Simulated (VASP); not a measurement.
Input of a VASP 6.6.1 run:

File INCAR:

```
SYSTEM = Cu
PREC = Accurate
ENCUT = 520
EDIFF = 1E-7
ISMEAR = -1
SIGMA = 0.05
LREAL = .FALSE.
LASPH = .TRUE.
NELM = 100
ALGO = Fast
ISIF = 2
LWAVE = .FALSE.
LCHARG = .TRUE.
GGA = PE
IVDW = 13
LELF = .TRUE.
LVHAR = .TRUE.
NBANDS = 12
```

File KPOINTS:

```
Automatic mesh
0
G
  13 13 13
  0 0 0
```

File POSCAR:

```
Cu
1.0
   -1.4423195971      1.4423195971      1.3757643113
    1.4423195971     -1.4423195971      1.3757643113
    1.4423195971      1.4423195971     -1.3757643113
Cu
1
Direct
    0.0000000000      0.0000000000      0.0000000000
```

Potentials or basis: VASP PAW PBE potentials, release 64 (Cu).

Launch:

```bash
$ cat potpaw_PBE.64/Cu/POTCAR > POTCAR
$ mpirun -np 1 vasp_std > vasp.out
```

**Question.** Predict the dispersion energy per atom.

**Answer.** -0.577 eV.

**Question.** Predict the pressure.

**Answer.** 0.9 GPa.

Stress tensor (GPa, compression positive):
```
0.95 0.00 0.00
0.00 0.95 0.00
0.00 0.00 0.86
```

Caveat: pairwise dispersion overbinds metals, which lowers pressure and volume.
